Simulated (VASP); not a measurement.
# GaB2As3 (P-4m2) in VASP: notebook

GaB2As3 is run at these levels: PBE; tasks: single point.

Everything below comes from runs of VASP 6.6.1. Logs are shortened: lines on timing, memory, paths and dates and some standing lists are left out, and cuts for length are marked.

## Step 1: The cell of the first run

The structure is tetragonal, space group P-4m2 (No. 115). Conventional cell: a = 3.614 Å, b = 3.614 Å, c = 7.976 Å, α = 90.00°, β = 90.00°, γ = 90.00°. Within 3.4 Å of Ga (site symmetry -4m2) lie 4 As at 2.56 Å and 4 B at 2.77 Å. B (site symmetry 2mm) has 7 As at 2.73 to 2.82 Å and 2 Ga at 2.77 Å within 3.6 Å. Within 3.4 Å of As (site symmetry -4m2) lie 4 Ga at 2.56 Å and 4 B at 2.77 Å. Within 3.6 Å of As (site symmetry 2mm) lie 5 B at 2.73 to 2.82 Å and 6 As at 3.16 to 3.55 Å and 2 Ga at 3.55 Å.

## Step 2: Single point, PBE

The input, INCAR:

```
ALGO     = Normal         # electronic algorithm
EDIFF    = 1E-6           # SCF threshold, eV
ENCUT    = 520            # plane-wave cutoff, eV
GGA      = PE             # functional
ISIF     = 2              # what is computed and relaxed
ISMEAR   = 0              # smearing method
LASPH    = T              # aspherical terms in the spheres
LCHARG   = F              # write CHGCAR
LREAL    = F              # projectors in reciprocal space
LWAVE    = F              # write WAVECAR
NBANDS   = 26             # bands
NELM     = 60             # most SCF steps
PREC     = Accurate       # precision mode
SIGMA    = 0.1            # smearing width, eV
```

The input, KPOINTS:

```
k-points
0
Gamma
  6 6 2
```

The input, POSCAR:

```
GaB2As3
1.0
    3.6138308200      0.0000000000      0.0000000000
    0.0000000000      3.6138308200      0.0000000000
    0.0000000000      0.0000000000      7.9763089500
Ga B As
1 2 3
Direct
    0.0000000000      0.0000000000      0.0000000000
    0.0000000000      0.5000000000      0.7365000200
    0.5000000000      0.0000000000      0.2634999800
    0.5000000000      0.5000000000      0.0000000000
    0.0000000000      0.5000000000      0.3835000100
    0.5000000000      0.0000000000      0.6164999900
```

Potentials or basis: VASP PAW PBE potentials, release 64 (Ga_d, B, As).

Run with:

```sh
> cat potpaw_PBE.64/Ga_d/POTCAR potpaw_PBE.64/B/POTCAR potpaw_PBE.64/As/POTCAR > POTCAR
> mpirun -np 1 vasp_std > vasp.out
```

OUTCAR:

```text
EDIFF = 1E-6
   ENCUT = 520
   GGA = PE
   ISIF = 2
   ISMEAR = 0
   LASPH = T
   LREAL = F
   NELM = 60
   PREC = Accurate

 ion  position               nearest neighbor table
   1  0.000  0.000  0.000-   4 2.56   4 2.56   4 2.56   4 2.56
   2  0.000  0.500  0.737-
   3  0.500  0.000  0.263-
   4  0.500  0.500  0.000-   1 2.56   1 2.56   1 2.56   1 2.56
   5  0.000  0.500  0.384-
   6  0.500  0.000  0.616-

  LATTYP: Found a simple tetragonal cell.
 ALAT       =     3.6138308200
 C/A-ratio  =     2.2071616928

  Lattice vectors:

 A1 = (   3.6138308200,   0.0000000000,   0.0000000000)
 A2 = (   0.0000000000,   3.6138308200,   0.0000000000)
 A3 = (   0.0000000000,   0.0000000000,   7.9763089500)

Analysis of symmetry for initial positions (statically):
=====================================================================
 Subroutine PRICEL returns:
 Original cell was already a primitive cell.

 Routine SETGRP: Setting up the symmetry group for a
 simple tetragonal supercell.

 Subroutine GETGRP returns: Found  8 space group operations
 (whereof  8 operations were pure point group operations)
 out of a pool of 16 trial point group operations.

The static configuration has the point symmetry D_2d.

Analysis of symmetry for dynamics (positions and initial velocities):
=====================================================================
 Subroutine PRICEL returns:
 Original cell was already a primitive cell.

 Routine SETGRP: Setting up the symmetry group for a
 simple tetragonal supercell.

 Subroutine GETGRP returns: Found  8 space group operations
 (whereof  8 operations were pure point group operations)
 out of a pool of 16 trial point group operations.

The dynamic configuration has the point symmetry D_2d.

 Subroutine INISYM returns: Found  8 space group operations
 (whereof  8 operations are pure point group operations),
 and found     1 'primitive' translations

----------------------------------------------------------------------------------------

                                     Primitive cell

  volume of cell :     104.1688

  direct lattice vectors                    reciprocal lattice vectors
     3.613830820  0.000000000  0.000000000     0.276714669  0.000000000  0.000000000
     0.000000000  3.613830820  0.000000000     0.000000000  0.276714669  0.000000000
[... 81 lines left out ...]
   ICHARG =      2    charge: 1-file 2-atom 10-const
   ISPIN  =      1    spin polarized calculation?
   LNONCOLLINEAR =      F non collinear calculations
   LSORBIT =      F    spin-orbit coupling
   LASPH  =      T    aspherical Exc in radial PAW
   ENCUT  =  520.0 eV  38.22 Ry    6.18 a.u.   6.72  6.72 14.83*2*pi/ulx,y,z
   NELM   =     60;   NELMIN=  2; NELMDL= -5     # of ELM steps
   EDIFF  = 0.1E-05   stopping-criterion for ELM
   LREAL  =      F    real-space projection
[... 7 lines left out ...]
   TEBEG  =    0.0;   TEEND  =   0.0 temperature during run
   PSTRESS=    0.0 pullay stress
   NELECT =      34.0000    total number of electrons
   NUPDOWN=      -1.0000    fix difference up-down
   EMIN   =  10.00;   EMAX   =-10.00  energy-range for DOS
   EFERMI =   0.00;   METHOD = LEGACY
   ISMEAR =     0;   SIGMA  =   0.10  broadening in eV -4-tet -1-fermi 0-gaus
   EFERMI_NEDOS =   21; number of points for ismear=-14 and -15
   IALGO  =     38    algorithm
   IMIX   =      4    mixing-type and parameters
     AMIX     =   0.40;   BMIX     =  1.00
     AMIX_MAG =   1.60;   BMIX_MAG =  1.00
  volume/ion in A,a.u.               =      17.36       117.16
  Fermi-wavevector in a.u.,A,eV,Ry     =   1.127168  2.130038 17.286303  1.270507
  Thomas-Fermi vector in A             =   2.263853
   LORBIT       =      0    0 simple, 1 ext, 2 COOP (PROOUT), +10 PAW based schemes
   GGA     = PE    functional components
   LHFCALC =     F    Hartree Fock is set to
   AEXX    =    0.0000 exact exchange contribution
   IVDW    =     0    specifies the selected vdW correction
   LEPSILON=     F    determine dielectric tensor
   LRPA    =     F    only Hartree local field effects (RPA)
 non-spin polarized calculation
 Gauss-broadening in eV      SIGMA  =   0.10
  energy-cutoff  :      520.00
  volume of cell :      104.17
 maximum number of plane-waves:      2840
 NGX is ok and might be reduce to    28
   NGX = 13   NGY = 13   NGZ = 29

 number of electron      34.0000001 magnetization

 Free energy of the ion-electron system (eV)
  ---------------------------------------------------
  ext. energy  EPLUGINS =         0.00000000
  ---------------------------------------------------
  free energy    TOTEN  =       -23.14068161 eV

  energy without entropy =      -23.12688105  energy(sigma->0) =      -23.13378133

 E-fermi :   4.9850     XC(G=0): -10.4514

 val. band max:        4.9588959440   @ k =   0.3333   0.0000   0.0000
 cond. band min:       4.9901027044   @ k =   0.1667   0.1667   0.5000
 fundamental gap:      0.0312067603
 Fermi energy:         4.9850465668

 k-point     1 :       0.0000    0.0000    0.0000
  band No.  band energies     occupation
      1     -10.1790      2.00000
      2     -10.0470      2.00000
      3     -10.0308      2.00000
      4      -9.9905      2.00000
      5      -9.9905      2.00000
      6      -8.6310      2.00000
[... 569 lines left out ...]
     25      10.6923      0.00000
     26      11.0559      0.00000

------------------------ aborting loop because EDIFF is reached ----------------------------------------

  FORCE on cell =-STRESS in cart. coord.  units (eV):
  Direction    XX          YY          ZZ          XY          YZ          ZX
  --------------------------------------------------------------------------------------
  -------------------------------------------------------------------------------------
  Total       -4.3312326     -4.3312326     -7.7920046      0.0000000      0.0000000      0.0000000
  in kB      -66.6169103    -66.6169103   -119.8456233      0.0000000      0.0000000      0.0000000
  external PRESSURE =     -84.3598146 kB  Pullay stress =       0.0000000 kB

 VOLUME and BASIS-vectors are now :
 -----------------------------------------------------------------------------
  energy-cutoff  :      520.00
  volume of cell :      104.17
      direct lattice vectors                 reciprocal lattice vectors
     3.613830820  0.000000000  0.000000000     0.276714669  0.000000000  0.000000000
     0.000000000  3.613830820  0.000000000     0.000000000  0.276714669  0.000000000
     0.000000000  0.000000000  7.976308950     0.000000000  0.000000000  0.125371272

 POSITION                                       TOTAL-FORCE (eV/Angst)
 -----------------------------------------------------------------------------------
      0.00000      0.00000      0.00000        -0.000000      0.000000      0.000000
      0.00000      1.80692      5.87455         0.000000      0.000000     -0.868697
      1.80692      0.00000      2.10176         0.000000      0.000000      0.868697
      1.80692      1.80692      0.00000         0.000000      0.000000      0.000000
      0.00000      1.80692      3.05891         0.000000     -0.000000     -0.044053
      1.80692      0.00000      4.91739         0.000000      0.000000      0.044053
 -----------------------------------------------------------------------------------
    total drift:                               -0.000000     -0.000000      0.000000

  FREE ENERGIE OF THE ION-ELECTRON SYSTEM (eV)
  ---------------------------------------------------
  free  energy   TOTEN  =       -23.1406816101 eV

  energy  without entropy=      -23.1268810473  energy(sigma->0) =      -23.13378133
```

OSZICAR:

```text
N       E                     dE             d eps       ncg     rms          rms(c)
DAV:   1     0.191050258928E+03    0.19105E+03   -0.14796E+04  1108   0.148E+03
DAV:   2    -0.276957421517E+00   -0.19133E+03   -0.17837E+03  1128   0.326E+02
DAV:   3    -0.225801012587E+02   -0.22303E+02   -0.21160E+02  1336   0.927E+01
DAV:   4    -0.234889131739E+02   -0.90881E+00   -0.88886E+00  1248   0.171E+01
DAV:   5    -0.235085334758E+02   -0.19620E-01   -0.19528E-01  1418   0.240E+00    0.422E+00
DAV:   6    -0.231563174879E+02    0.35222E+00   -0.91398E-01  1372   0.634E+00    0.211E+00
DAV:   7    -0.231453474637E+02    0.10970E-01   -0.21929E-01  1244   0.250E+00    0.131E+00
DAV:   8    -0.231409524585E+02    0.43950E-02   -0.27411E-02  1278   0.102E+00    0.331E-01
DAV:   9    -0.231406353491E+02    0.31711E-03   -0.32371E-03  1304   0.329E-01    0.776E-02
DAV:  10    -0.231406768222E+02   -0.41473E-04   -0.62320E-04  1206   0.158E-01    0.424E-02
DAV:  11    -0.231406810421E+02   -0.42199E-05   -0.80554E-05  1258   0.512E-02    0.137E-02
DAV:  12    -0.231406816101E+02   -0.56803E-06   -0.75426E-06  1262   0.201E-02
   1 F= -.23140682E+02 E0= -.23133781E+02  d E =-.138006E-01
```

Wall time 20 s (1 thread of Intel Xeon 6975P-C (Granite Rapids), shared host); peak memory 0.22 GiB.

What came out:

```
Free energy            : -23.1407 eV
Pressure               : -8.4 GPa
Largest force          : 0.869 eV/Å
Band gap on the k mesh : zero (band 17 reaches 6.05 eV, above the bottom of band 18 at 3.60 eV)
```

Forces in eV/Å, atoms in the order of the input:
```
Ga   0.000  0.000  0.000
B    0.000  0.000 -0.869
B    0.000  0.000  0.869
As   0.000  0.000  0.000
As   0.000  0.000 -0.044
As   0.000  0.000  0.044
```

Levels at points of the mesh, in eV from the Fermi level:
```
           k point  band 14  band 15  band 16  band 17  band 18  band 19  band 20  band 21
(0.00, 0.00, 0.00)    -1.37    -1.18    -1.11    -1.11    -0.32    -0.32     1.38     3.46
(0.50, 0.00, 0.00)    -1.16    -0.94    -0.54     0.40     0.96     1.56     1.68     2.25
(0.50, 0.50, 0.00)    -4.33    -4.05    -3.92    -3.47     0.20     0.20     0.67     1.92
(0.00, 0.00, 0.50)    -1.92    -1.72    -1.31     0.18     0.56     0.56     1.32     2.77
(0.50, 0.00, 0.50)    -0.43     0.58     0.59     0.61     1.16     1.20     1.62     2.41
(0.50, 0.50, 0.50)    -3.56    -3.56    -2.58    -1.81    -1.38    -1.38    -1.35     0.38
```

Caveat: the k points lie up to 0.39 Å⁻¹ apart.

## Step 3: Single point, PBE

This run uses another cell than the first one, of 18.53 Å³/atom, 1.067 times its volume.

The input, INCAR:

```
SYSTEM = GaB2As3
PREC = Accurate
ENCUT = 520
EDIFF = 1E-7
ISMEAR = 0
SIGMA = 0.1
LREAL = .FALSE.
LASPH = .TRUE.
NELM = 100
ALGO = Normal
ISIF = 2
LWAVE = .FALSE.
LCHARG = .TRUE.
GGA = PE
LELF = .TRUE.
LVHAR = .TRUE.
NBANDS = 26
```

The input, KPOINTS:

```
Automatic mesh
0
G
  6 6 2
  0 0 0
```

The input, POSCAR:

```
GaB2As3
1.0
    3.3899447032      0.0000000000      0.0000000000
    0.0000000000      3.3899447032      0.0000000000
    0.0000000000      0.0000000000      9.6728712053
Ga B As
1 2 3
Direct
    0.0000000000      0.0000000000      0.0000000000
    0.0000000000      0.5000000000      0.5883616247
    0.5000000000      0.0000000000      0.4116383753
    0.5000000000      0.5000000000      0.0000000000
    0.0000000000      0.5000000000      0.3714837808
    0.5000000000      0.0000000000      0.6285162192
```

Potentials or basis: VASP PAW PBE potentials, release 64 (Ga_d, B, As).

Run with:

```sh
> cat potpaw_PBE.64/Ga_d/POTCAR potpaw_PBE.64/B/POTCAR potpaw_PBE.64/As/POTCAR > POTCAR
> mpirun -np 1 vasp_std > vasp.out
```

It took 34 s on 1 thread of Intel Xeon 6975P-C (Granite Rapids), shared host; peak memory 0.25 GiB.

It converged, with:

- Free energy: -25.4202 eV
- Pressure: 0.3 GPa
- Largest force: 0.049 eV/Å
- Band gap on the k mesh: zero (band 17 reaches 5.27 eV, above the bottom of band 18 at 2.92 eV)

Forces in eV/Å, atoms in the order of the input:
```
Ga   0.000  0.000  0.000
B    0.000  0.000  0.049
B    0.000  0.000 -0.049
As   0.000  0.000  0.000
As   0.000  0.000 -0.049
As   0.000  0.000  0.049
```

Stress tensor (GPa, compression positive):
```
0.19 0.00 0.00
0.00 0.19 0.00
0.00 0.00 0.39
```

Levels at points of the mesh, in eV from the Fermi level:
```tsv
k point	band 13	band 14	band 15	band 16	band 17	band 18	band 19	band 20	band 21	band 22
(0.00, 0.00, 0.00)	-2.83	-1.19	-1.19	-0.10	-0.10	0.54	0.57	1.31	4.19	4.78
(0.50, 0.00, 0.00)	-2.35	-0.95	0.27	0.28	0.73	1.45	1.85	1.92	2.93	2.94
(0.50, 0.50, 0.00)	-4.75	-4.75	-4.18	-3.65	-3.64	-0.79	-0.79	0.30	3.13	4.91
(0.00, 0.00, 0.50)	-2.73	-1.21	-1.21	-0.08	-0.08	0.14	0.54	0.88	3.70	4.72
(0.50, 0.00, 0.50)	-2.56	-0.42	0.27	0.28	1.28	1.44	1.85	1.97	2.92	2.95
(0.50, 0.50, 0.50)	-4.69	-4.69	-4.28	-3.60	-3.52	-0.87	-0.87	0.18	2.74	5.57
```
